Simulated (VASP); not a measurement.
A run of VASP 6.6.1 is set up as follows.

INCAR

```
SYSTEM = S
PREC     = Accurate       ! precision mode
ENCUT    = 500            ! plane-wave cutoff, eV
EDIFF    = 1E-6           ! SCF threshold, eV
ISMEAR   = -1             ! smearing method
SIGMA    = 0.08           ! smearing width, eV
LREAL    = .FALSE.        ! projectors in reciprocal space
LASPH    = .TRUE.         ! aspherical terms in the spheres
NELM     = 120            ! most SCF steps
ALGO     = Normal         ! electronic algorithm
ISIF     = 2              ! what is computed and relaxed
LWAVE    = .FALSE.        ! write WAVECAR
LCHARG   = .FALSE.        ! write CHGCAR
GGA      = PS             ! functional
NBANDS   = 9              ! bands
GGA_COMPAT= .FALSE.
```

The input KPOINTS:

```
Automatic mesh
0
G
  18 18 18
  0 0 0
```

Contents of POSCAR:

```
S
1.0
    1.9476039621      0.0000000000      0.0000000000
    0.0000000000      1.9476039621      0.0000000000
    0.0000000000      0.0000000000      1.9476039621
S
1
Direct
    0.0000000000      0.0000000000      0.0000000000
```

Potentials or basis: VASP PAW PBE potentials, release 64 (S).

The run is started by

```sh
$ cat potpaw_PBE.64/S/POTCAR > POTCAR
$ mpirun -np 1 vasp_std > vasp.out
```

Question: What does it give for the band gap on the k mesh?

Answer: Zero (bands 3 and 4 overlap by 13.48 eV).

Question: Predict the pressure.

Answer: 247.6 GPa.

Caveat: the cell stands under pressure; the PAW data sets were made with another functional, which shifts forces and pressure a little.
